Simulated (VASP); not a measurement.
# Mo3N in VASP: single point with PBE

Aim: the single point of Mo3N with PBE.

All numbers are computed with VASP 6.6.1; they aren't measurements. Logs are shortened: lines on timing, memory, paths and dates and some standing lists are left out, and cuts for length are marked.

## Step 1: The cell of the first run

The cell holds a slab with vacuum, 8 atoms: a = 4.470 Å, b = 4.470 Å, c = 20.860 Å, α = 90.00°, β = 90.00°, γ = 120.00°.

## Step 2: Single point, PBE

The input, INCAR:

```
PREC = Accurate
ENCUT = 1000
EDIFF = 1E-6
ISMEAR = 0
SIGMA = 0.1
LREAL = False
LASPH = True
NELM = 120
ALGO = Normal
ISIF = 2
LWAVE = False
LCHARG = True
LDIPOL = True
IDIPOL = 3
DIPOL = 0.5 0.5 0.355
GGA = PE
LELF = True
LVHAR = True
LVACPOTAV = True
NBANDS = 57
GGA_COMPAT = False
NELMDL = -8
```

The input, KPOINTS:

```
Automatic mesh
0
Gamma
  6 6 1
```

The input, POSCAR:

```
Mo3N
1.0
    4.4695765303      0.0000000000      0.0000000000
   -2.2347882651      3.8707668194      0.0000000000
    0.0000000000      0.0000000000     20.8595667262
Mo N
6 2
Direct
    0.6666666667      0.3333333333      0.1917585371
    0.3333333333      0.6666666667      0.2354961900
    0.0000000000      0.0000000000      0.2792338429
    0.6666666667      0.3333333333      0.3191171057
    0.3333333333      0.6666666667      0.3580407041
    0.0000000000      0.0000000000      0.3959606081
    0.0000000000      0.0000000000      0.5038607152
    0.0000000000      0.0000000000      0.5573803478
```

Potentials or basis: VASP PAW PBE potentials, release 64 (Mo_sv, N_h).

Run with:

```
$ cat potpaw_PBE.64/Mo_sv/POTCAR potpaw_PBE.64/N_h/POTCAR > POTCAR
$ mpirun -np 1 vasp_std > vasp.out
```

OUTCAR:

```text
PREC = Accurate
   ENCUT = 1000
   EDIFF = 1E-6
   ISMEAR = 0
   LREAL = False
   LASPH = True
   NELM = 120
   ISIF = 2
   GGA = PE
   NELMDL = -8

 ion  position               nearest neighbor table
   1  0.667  0.333  0.192-   4 2.66   2 2.74   2 2.74   2 2.74   3 3.16   3 3.16   3 3.16
   2  0.333  0.667  0.235-   5 2.56   3 2.74   1 2.74   1 2.74   3 2.74   3 2.74   1 2.74   4 3.11
                             4 3.11   4 3.11
   3  0.000  0.000  0.279-   6 2.43   4 2.71   4 2.71   4 2.71   2 2.74   2 2.74   2 2.74   5 3.06
                             5 3.06   5 3.06   1 3.16   1 3.16   1 3.16
   4  0.667  0.333  0.319-   1 2.66   5 2.71   5 2.71   5 2.71   3 2.71   3 2.71   3 2.71   6 3.04
                             6 3.04   6 3.04   2 3.11   2 3.11   2 3.11
   5  0.333  0.667  0.358-   2 2.56   6 2.70   6 2.70   6 2.70   4 2.71   4 2.71   4 2.71   3 3.06
                             3 3.06   3 3.06
   6  0.000  0.000  0.396-   7 2.25   3 2.43   5 2.70   5 2.70   5 2.70   4 3.04   4 3.04   4 3.04

   7  0.000  0.000  0.504-   8 1.12   6 2.25
   8  0.000  0.000  0.557-   7 1.12

  LATTYP: Found a hexagonal cell.
 ALAT       =     4.4695765303
 C/A-ratio  =     4.6670118712

  Lattice vectors:

 A1 = (   4.4695765303,   0.0000000000,   0.0000000000)
 A2 = (  -2.2347882651,   3.8707668194,   0.0000000000)
 A3 = (   0.0000000000,   0.0000000000,  20.8595667262)

Analysis of symmetry for initial positions (statically):
=====================================================================
 Subroutine PRICEL returns:
 Original cell was already a primitive cell.

 Routine SETGRP: Setting up the symmetry group for a
 hexagonal supercell.

 Subroutine GETGRP returns: Found  6 space group operations
 (whereof  6 operations were pure point group operations)
 out of a pool of 24 trial point group operations.

The static configuration has the point symmetry C_3v.

Analysis of symmetry for dynamics (positions and initial velocities):
=====================================================================
 Subroutine PRICEL returns:
 Original cell was already a primitive cell.

 Routine SETGRP: Setting up the symmetry group for a
 hexagonal supercell.

 Subroutine GETGRP returns: Found  6 space group operations
 (whereof  6 operations were pure point group operations)
 out of a pool of 24 trial point group operations.

The dynamic configuration has the point symmetry C_3v.

 Subroutine INISYM returns: Found  6 space group operations
 (whereof  6 operations are pure point group operations),
 and found     1 'primitive' translations

----------------------------------------------------------------------------------------

                                     Primitive cell

[... 100 lines left out ...]
   EFERMI_NEDOS =   21; number of points for ismear=-14 and -15
   IALGO  =     38    algorithm
   IMIX   =      4    mixing-type and parameters
     AMIX     =   0.40;   BMIX     =  1.00
     AMIX_MAG =   1.60;   BMIX_MAG =  1.00
  volume/ion in A,a.u.               =      45.11       304.42
  Fermi-wavevector in a.u.,A,eV,Ry     =   1.045509  1.975726 14.872388  1.093090
  Thomas-Fermi vector in A             =   2.180308
   LORBIT       =      0    0 simple, 1 ext, 2 COOP (PROOUT), +10 PAW based schemes
   GGA     = PE    functional components
   LHFCALC =     F    Hartree Fock is set to
   AEXX    =    0.0000 exact exchange contribution
   IVDW    =     0    specifies the selected vdW correction
   LEPSILON=     F    determine dielectric tensor
   LRPA    =     F    only Hartree local field effects (RPA)
 non-spin polarized calculation
 Gauss-broadening in eV      SIGMA  =   0.10
  energy-cutoff  :     1000.00
  volume of cell :      360.88
 maximum number of plane-waves:     25974
 NGX is ok and might be reduce to    48
   NGX = 23   NGY = 23   NGZ =107

 dipolmoment           0.000000      0.000000     -0.668464 electrons x Angstroem

 number of electron      93.9999999 magnetization

 dipolmoment           0.000000      0.000000      0.113704 electrons x Angstroem

 Free energy of the ion-electron system (eV)
  ---------------------------------------------------
  ext. energy  EPLUGINS =         0.00000000
  ---------------------------------------------------
  free energy    TOTEN  =       -75.85848810 eV

  energy without entropy =      -75.81661607  energy(sigma->0) =      -75.83755209

 E-fermi :   0.8460     XC(G=0):  -5.2558

 val. band max:        0.8217818258   @ k =   0.1667   0.1667   0.0000
 cond. band min:       0.9026371458   @ k =   0.3333   0.1667   0.0000
 fundamental gap:      0.0808553200
 Fermi energy:         0.8459826064

 k-point     1 :       0.0000    0.0000    0.0000
  band No.  band energies     occupation
      1     -60.2886      2.00000
      2     -60.0577      2.00000
      3     -60.0209      2.00000
      4     -59.9763      2.00000
      5     -59.8426      2.00000
      6     -59.7827      2.00000
[... 409 lines left out ...]
     56       2.4934      0.00000
     57       2.5297      0.00000

------------------------ aborting loop because EDIFF is reached ----------------------------------------

  FORCE on cell =-STRESS in cart. coord.  units (eV):
  Direction    XX          YY          ZZ          XY          YZ          ZX
  --------------------------------------------------------------------------------------
  -------------------------------------------------------------------------------------
  Total       -5.6683198     -5.6683198      0.9767490     -0.0000000      0.0000000      0.0000000
  in kB      -25.1649607    -25.1649607      4.3363557     -0.0000000      0.0000000      0.0000000
  external PRESSURE =     -15.3311886 kB  Pullay stress =       0.0000000 kB

 VOLUME and BASIS-vectors are now :
 -----------------------------------------------------------------------------
  energy-cutoff  :     1000.00
  volume of cell :      360.88
      direct lattice vectors                 reciprocal lattice vectors
     4.469576530  0.000000000  0.000000000     0.223734842  0.129173371  0.000000000
    -2.234788265  3.870766819  0.000000000     0.000000000  0.258346743  0.000000000
     0.000000000  0.000000000 20.859566726     0.000000000  0.000000000  0.047939634

 POSITION                                       TOTAL-FORCE (eV/Angst)
 -----------------------------------------------------------------------------------
      2.23479      1.29026      4.00000         0.000000     -0.000000      1.400046
     -0.00000      2.58051      4.91235         0.000000     -0.000000     -0.001332
      0.00000      0.00000      5.82470        -0.000000     -0.000000     -2.541666
      2.23479      1.29026      6.65664         0.000000      0.000000     -0.531912
     -0.00000      2.58051      7.46857        -0.000000      0.000000      0.350270
      0.00000      0.00000      8.25957        -0.000000     -0.000000      1.305371
      0.00000      0.00000     10.51032         0.000000     -0.000000     -0.103818
      0.00000      0.00000     11.62671        -0.000000      0.000000      0.123040
 -----------------------------------------------------------------------------------
    total drift:                               -0.000000      0.000000     -0.000247

  FREE ENERGIE OF THE ION-ELECTRON SYSTEM (eV)
  ---------------------------------------------------
  free  energy   TOTEN  =       -75.8584881014 eV

  energy  without entropy=      -75.8166160707  energy(sigma->0) =      -75.83755209

 vacuum level on the upper side and lower side of the slab         5.416         4.227
```

OSZICAR:

```text
N       E                     dE             d eps       ncg     rms          rms(c)
DAV:   1     0.147415966580E+04    0.14742E+04   -0.71395E+04   902   0.241E+03
DAV:   2     0.386343252033E+01   -0.14703E+04   -0.14408E+04   925   0.531E+02
DAV:   3    -0.789014330423E+02   -0.82765E+02   -0.80281E+02  1075   0.115E+02
DAV:   4    -0.823523142913E+02   -0.34509E+01   -0.33730E+01  1028   0.184E+01
[... 27 lines left out ...]
DAV:  32    -0.758584840325E+02   -0.34996E-05   -0.20372E-06   745   0.351E-03    0.995E-04
DAV:  33    -0.758584853913E+02   -0.13588E-05   -0.91987E-08   575   0.136E-03    0.594E-04
DAV:  34    -0.758584864708E+02   -0.10795E-05   -0.28404E-08   534   0.870E-04    0.309E-04
DAV:  35    -0.758584875200E+02   -0.10493E-05   -0.45027E-09   526   0.734E-04    0.138E-04
DAV:  36    -0.758584881014E+02   -0.58138E-06    0.14045E-08   518   0.406E-04
   1 F= -.75858488E+02 E0= -.75837552E+02  d E =-.418720E-01
```

Wall time 20 min (1 thread of Intel Xeon Platinum 8375C at 2.90GHz (Ice Lake), shared host); peak memory 1.1 GiB.

Results:

```yaml
Free_energy: -75.8585 eV
Largest_force: 2.542 eV/Å
Band_gap_on_the_k_mesh: 0.08 eV (least direct gap 0.10 eV)
```

Forces in eV/Å, atoms in the order of the input:
```
Mo   0.000  0.000  1.400
Mo   0.000  0.000 -0.001
Mo   0.000  0.000 -2.542
Mo   0.000  0.000 -0.532
Mo   0.000  0.000  0.350
Mo   0.000  0.000  1.305
N    0.000  0.000 -0.104
N    0.000  0.000  0.123
```

Levels at points of the mesh, in eV from the valence-band top:
| k point | band 44 | band 45 | band 46 | band 47 | band 48 | band 49 | band 50 | band 51 |
| --- | --- | --- | --- | --- | --- | --- | --- | --- |
| (0.00, 0.00, 0.00) | -1.22 | -1.18 | -1.18 | -0.64 | 0.26 | 0.70 | 0.70 | 1.20 |
| (0.50, 0.00, 0.00) | -1.13 | -0.63 | -0.37 | -0.01 | 0.08 | 0.22 | 0.58 | 1.17 |
